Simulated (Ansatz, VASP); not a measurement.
**TaN in VASP and in Ansatz**

File INCAR:

```
PREC = Accurate
ENCUT = 520
EDIFF = 1E-8
ISMEAR = -1
SIGMA = 0.01
LREAL = False
LASPH = True
NELM = 80
ALGO = Normal
ISIF = 2
LWAVE = False
LCHARG = False
GGA = PS
LEFG = True
NBANDS = 24
```

File KPOINTS:

```
regular mesh
0
Gamma
  9 9 5
```

File POSCAR:

```
TaN
1.0
    3.0702003619      0.0000000000      0.0000000000
   -1.5351001810      2.6588715082      0.0000000000
    0.0000000000      0.0000000000      4.9727161852
Ta N
2 2
Direct
    0.3333333333      0.6666666667      0.0000000000
    0.6666666667      0.3333333333      0.5000000000
    0.3333333333      0.6666666667      0.3850000000
    0.6666666667      0.3333333333      0.8850000000
```

Input for Ansatz:

```yaml
crystal:
  lattice:
    - [3.0702003619, 0.0, 0.0]
    - [-1.535100181, 2.6588715082, 0.0]
    - [0.0, 0.0, 4.9727161852]
  atoms:
    - { symbol: Ta, position: [0.3333333333, 0.6666666667, 0.0] }
    - { symbol: Ta, position: [0.6666666667, 0.3333333333, 0.5] }
    - { symbol: "N", position: [0.3333333333, 0.6666666667, 0.385] }
    - { symbol: "N", position: [0.6666666667, 0.3333333333, 0.885] }
kpoints:
  mp_grid: { grid: [9, 9, 5] }
scf:
  occupations: { method: fermi_dirac, width: 0.01 }
hamiltonian:
  xc: pbesol
  pseudopotentials: { kind: paw }
output:
  forces: true
  stress: true
  eigenvalues: true
  efg: { contact_densities: true }
```

Change from the starting cell: volume scaled by 1.02, PAW files.

Alike in both runs: task electric field gradients; functional PBEsol; k mesh 9 × 9 × 5; occupations fermi-dirac, width 0.01 eV; no spin polarisation.

|  | VASP | Ansatz |
| --- | --- | --- |
| version | VASP 6.6.1 | Ansatz 0.2.0 |
| potentials or method | VASP PAW PBE potentials, release 64 (Ta_pv, N) | PAW with Ansatz's default frozen-core files, scalar-relativistic |
| plane-wave cutoff (eV) | 520 | 420 |
| valence electrons in the cell | 32 | 36 |

```csv
,VASP,Ansatz,Ansatz less VASP
pressure (GPa),115.6,112.5,-3.10
"traceless stress, the component that is largest in VASP (GPa)",-15.36,-15.00,+0.359
rms of the force components (eV/Å),1.308,1.290,-0.0182
size of Vzz on the site where it differs most (V/Å²),119.9,126.0,+6.12
```

VASP's potentials were made for PBE, not for PBEsol. Atom by atom the forces differ by 0.018 eV/Å (rms over components). Both programs put the cell under a high pressure, so it lies far from rest at this level. VASP's potentials hold 32 valence electrons a cell and Ansatz's 36, so a difference there can come from the potentials and not from the codes.

Spin-orbit coupling is off throughout. Noted on VASP's run: the cell as given lies far from equilibrium.
